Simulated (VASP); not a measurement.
The system is Ir.

```xyz
1
Lattice="0.0000 1.9156 1.9156 1.9156 0.0000 1.9156 1.9156 1.9156 0.0000" Properties=species:S:1:pos:R:3 pbc="T T T"
Ir    0.0000    0.0000    0.0000
```

```yaml
Program: VASP 6.6.1
Task: relaxation of cell and atoms
Functional: PBE
Potentials_or_basis: VASP PAW PBE potentials, release 64 (Ir)
Cutoff: 600 eV
k_mesh: 12 × 12 × 12
Occupations: fermi-dirac, width 0.05 eV
Spin: no spin polarisation
```

At the start: pressure 11.9 GPa; volume 14.06 Å³/atom.

Q: Where does the relaxation end?

A: Over 4 steps the energy falls by 16.0 meV/atom and the volume is 14.51 Å³/atom (+3.2 %); space group Fm-3m (No. 225, to 0.05 Å).

The path:
```csv
step,energy change (eV),largest force (eV/Å),pressure (GPa),volume (Å³)
1,0.0000,0.0000,11.89,14.06
2,0.1732,0.0000,-30.07,16.29
3,-0.0160,0.0000,-0.56,14.53
4,-0.0160,0.0000,-0.05,14.51
```

Final structure:
```xyz
1
Lattice="0.0000 1.9358 1.9358 1.9358 0.0000 1.9358 1.9358 1.9358 0.0000" Properties=species:S:1:pos:R:3 pbc="T T T"
Ir    0.0000    0.0000    0.0000
```
